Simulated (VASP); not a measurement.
The system is Pt.

```
Pt
1.0
     0.00000    1.96090    1.96090
     1.96090    0.00000    1.96090
     1.96090    1.96090    0.00000
Pt
1
Direct
  0.00000 0.00000 0.00000
```

| Item | Value |
| --- | --- |
| Program | VASP 6.6.1 |
| Task | relaxation of cell and atoms |
| Functional | revPBE |
| Potentials or basis | VASP PAW PBE potentials, release 64 (Pt) |
| Cutoff | 600 eV |
| k mesh | 12 × 12 × 12 |
| Occupations | fermi-dirac, width 0.05 eV |
| Spin | no spin polarisation |

At the start: pressure 12.9 GPa; volume 15.08 Å³/atom.

Question: How do energy, volume and symmetry change on relaxing?

Answer: Over 4 steps the energy falls by 28.0 meV/atom and the volume is 15.82 Å³/atom (+4.9 %); space group Fm-3m (No. 225, to 0.05 Å).

Step by step:
```csv
step,energy change (eV),largest force (eV/Å),pressure (GPa),volume (Å³)
1,0.0000,0.0000,12.85,15.08
2,0.1227,0.0000,-20.39,17.88
3,-0.0279,0.0000,-0.54,15.85
4,-0.0280,0.0000,-0.05,15.82
```

Final structure:
```xyz
1
Lattice="0.0000 1.9924 1.9924 1.9924 0.0000 1.9924 1.9924 1.9924 0.0000" Properties=species:S:1:pos:R:3 pbc="T T T"
Pt    0.0000    0.0000    0.0000
```

Caveat: the PAW data sets were made with another functional, which shifts forces and pressure a little.
